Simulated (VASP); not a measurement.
Runs of VASP 6.6.1 on C. The structure is that of space group Fm-3m (No. 225), or close to it. The cells are those of the table. 

| task | cell | k mesh | cutoff (eV) | gap on the mesh (eV) | pressure (GPa) | relaxed volume (Å³/atom) |
| --- | --- | --- | --- | --- | --- | --- |
| single point | a = 2.196 Å, angles 60.0°, 1 atom | 8 × 8 × 8 | 520 | none | -0.3 | - |
| single point | a = 2.531 Å, angles 60.0°, 1 atom | 8 × 8 × 8 | 520 | none | -28.2 | - |
| single point | a = 2.180 Å, angles 60.0°, 1 atom | 30 × 30 × 30 | 520 | none | 0.1 | - |
| single point | a = 2.557 Å, angles 122.4, 122.4, 85.8°, 1 atom | 10 × 10 × 10 | 600 | none | -29.6 | - |
| relaxation of cell and atoms | relaxed from a = 2.196 Å, angles 60.0°, 1 atom | 30 × 30 × 30 | 600 | none | -0.2 | (b) |
| relaxation of cell and atoms | relaxed from a = 2.531 Å, angles 60.0°, 1 atom | 8 × 8 × 8 | 600 | none | 0.2 | (a) |

Alike in all rows: level PBE; potentials or basis VASP PAW PBE potentials, release 64 (C); no spin polarisation; smearing gaussian 0.1 eV.

Task: Fill in the values left out.

Result: (a) 7.46; (b) 7.33.

Caveats: some runs use coarse meshes; the cell stands under tension (at least some runs); the volume moved by over 15 % at a fixed basis, so the end points are rough (at least some runs).

A gap of «none» marks levels without a gap at the run's occupations.
